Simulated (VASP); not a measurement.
Input of a VASP 6.6.1 run:

INCAR

```
PREC     = Accurate       # precision mode
ENCUT    = 520            # plane-wave cutoff, eV
EDIFF    = 1E-6           # SCF threshold, eV
ISMEAR   = 0              # smearing method
SIGMA    = 0.05           # smearing width, eV
LREAL    = F              # projectors in reciprocal space
LASPH    = T              # aspherical terms in the spheres
NELM     = 80             # most SCF steps
ALGO     = Normal         # electronic algorithm
ISIF     = 2              # what is computed and relaxed
LWAVE    = F              # write WAVECAR
LCHARG   = F              # write CHGCAR
GGA      = PE             # functional
NBANDS   = 11             # bands
```

Contents of KPOINTS:

```
regular mesh
0
Gamma
  10 10 10
```

File POSCAR:

```
Ca
1.0
   -2.2400000000      2.2400000000      2.2400000000
    2.2400000000     -2.2400000000      2.2400000000
    2.2400000000      2.2400000000     -2.2400000000
Ca
1
Direct
    0.0000000000      0.0000000000      0.0000000000
```

Potentials or basis: VASP PAW PBE potentials, release 64 (Ca_sv).

Command:

```console
$ cat potpaw_PBE.64/Ca_sv/POTCAR > POTCAR
$ mpirun -np 1 vasp_std > vasp.out
```

Q: What does it give for the band gap on the k mesh?

A: Zero (band 5 reaches 1.96 eV, above the bottom of band 6 at 1.69 eV).

Q: Predict the pressure.

A: -0.9 GPa.
